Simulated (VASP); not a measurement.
# CuI: single point with PBE

CuI, a wire with vacuum:

```
Cu I
1.0
    11.50000    0.00000    0.00000
     0.00000    9.30000    0.00000
     0.00000    0.00000    4.73734
Cu I
2 2
Direct
  0.39187 0.50000 0.00000
  0.60813 0.50000 0.50000
  0.39187 0.50000 0.50000
  0.60813 0.50000 0.00000
```

| Quantity | Value |
| --- | --- |
| Program | VASP 6.6.1 |
| Task | single point |
| Functional | PBE |
| Potentials or basis | VASP PAW PBE potentials, release 64 (Cu, I) |
| Cutoff | 520 eV |
| k mesh | 1 × 1 × 14 |
| Occupations | gaussian, width 0.05 eV |
| Spin | collinear spin |
| Starting moments | [0.5, 0.5, 0.5, 0.5] μB |

- Largest force: 1.999 eV/Å
- Band gap on the k mesh: 1.77 eV (least direct gap 2.86 eV)
- Net moment: 0.00 μB per cell
- Valence electrons inside the program's atomic spheres: Cu 10.06; I 4.41

Forces in eV/Å, atoms in the order of the input:
```
Cu  -0.799  0.000  0.000
Cu   0.799  0.000  0.000
I   -1.999  0.000  0.000
I    1.999  0.000  0.000
```

Levels at points of the mesh, in eV from the valence-band top:
Spin up:
```tsv
k point	band 16	band 17	band 18	band 19	band 20	band 21
(0.00, 0.00, 0.00)	-1.83	-1.54	-1.09	1.77	2.16	4.01
(0.00, 0.00, 0.50)	-0.96	-0.33	-0.33	3.31	3.31	4.50
```
Spin down:
```csv
k point,band 15,band 16,band 17,band 18,band 19,band 20,band 21,band 22
"(0.00, 0.00, 0.00)",-1.86,-1.83,-1.54,-1.09,1.77,2.16,4.01,4.27
"(0.00, 0.00, 0.50)",-0.96,-0.96,-0.33,-0.33,3.31,3.31,4.50,4.50
```

Wall time 6.3 min on 1 thread of Intel(R) Xeon(R) Platinum 8259CL CPU @ 2.50GHz (Skylake/Cascade Lake), with other jobs on the host, peak memory 0.76 GiB.

Caveat: spin-orbit coupling is left out, which moves the levels of the heavy elements.
